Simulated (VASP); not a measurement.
BaMgSbF, 8 atoms in the cell. Symmetry: P4/nmm, No. 129, tetragonal system. Conventional cell: a = 4.563 Å, b = 4.563 Å, c = 9.765 Å, α = 90.00°, β = 90.00°, γ = 90.00°. Ba (site symmetry 4mm) has 4 F at 2.67 Å within 3.5 Å. Sb (site symmetry 4mm) has 4 Mg at 2.87 Å and 4 Ba at 3.67 Å and 4 F at 3.88 Å within 3.9 Å. Within 3.8 Å of Mg (site symmetry -4m2) lie 4 Sb at 2.87 Å and 4 Mg at 3.23 Å. F (site symmetry -4m2) has 4 Ba at 2.67 Å and 4 F at 3.23 Å within 3.5 Å. 

| Quantity | Value |
| --- | --- |
| Program | VASP 6.6.1 |
| Task | single point |
| Functional | PBE |
| Dispersion | D3(BJ) |
| Potentials or basis | VASP PAW PBE potentials, release 64 (Ba_sv, Sb_d_GW, Mg_sv, F) |
| Cutoff | 840 eV |
| k mesh | 6 × 6 × 4 |
| Occupations | gaussian, width 0.02 eV |
| Spin | no spin polarisation |
| Dipole correction | no |
| Further INCAR settings | ALGO = Normal; EDIFF = 1e-06; NBANDS = 52 |

Potentials or basis: VASP PAW PBE potentials, release 64 (Ba_sv, Sb_d_GW, Mg_sv, F).

Launch:

```bash
$ cat potpaw_PBE.64/Ba_sv/POTCAR potpaw_PBE.64/Sb_d_GW/POTCAR potpaw_PBE.64/Mg_sv/POTCAR potpaw_PBE.64/F/POTCAR > POTCAR
$ mpirun -np 1 vasp_std > vasp.out
```

Hardware: 1 thread of Intel(R) Xeon(R) Platinum 8259CL CPU @ 2.50GHz (Skylake/Cascade Lake), on a shared host.

Q: Estimate the wall time of this run.

A: Wall time 19 min on 1 thread of Intel(R) Xeon(R) Platinum 8259CL CPU @ 2.50GHz (Skylake/Cascade Lake) (shared host), peak memory 0.94 GiB. Counts: scf iterations 15, k points 30.
